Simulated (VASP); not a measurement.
A run of VASP 6.6.1 is set up as follows.

File INCAR:

```
  ALGO = Normal
  EDIFF = 1E-6
  ENCUT = 520
  GGA = CA
  ISIF = 2
  ISMEAR = 0
  LASPH = T
  LCHARG = F
  LREAL = F
  LWAVE = F
  NBANDS = 16
  NELM = 80
  PREC = Accurate
  SIGMA = 0.01
```

Contents of KPOINTS:

```
k-points
0
Gamma
  8 8 4
```

POSCAR

```
SiC
1.0
    3.0869254787      0.0000000000      0.0000000000
   -1.5434627394      2.6733558842      0.0000000000
    0.0000000000      0.0000000000      5.0050828933
Si C
2 2
Direct
    0.3333333333      0.6666666667      0.0039200161
    0.6666666667      0.3333333333      0.5039200161
    0.3333333333      0.6666666667      0.3810799839
    0.6666666667      0.3333333333      0.8810799839
```

Potentials or basis: VASP PAW LDA potentials, release 64 (Si, C).

Launch:

```sh
$ cat potpaw_LDA.64/Si/POTCAR potpaw_LDA.64/C/POTCAR > POTCAR
$ mpirun -np 1 vasp_std > vasp.out
```

Problem. Predict the pressure.

Solution. -3.6 GPa.

Problem. Predict the band gap on the k mesh.

Solution. 2.49 eV, indirect (least direct gap 3.78 eV).

Stress tensor (GPa, compression positive):
```
-5.60  0.00  0.00
 0.00 -5.60  0.00
 0.00  0.00  0.45
```

Caveat: the cell differs from its parent crystal (in-plane strain +0.01, then relaxed in part). A k mesh can miss the band edges.
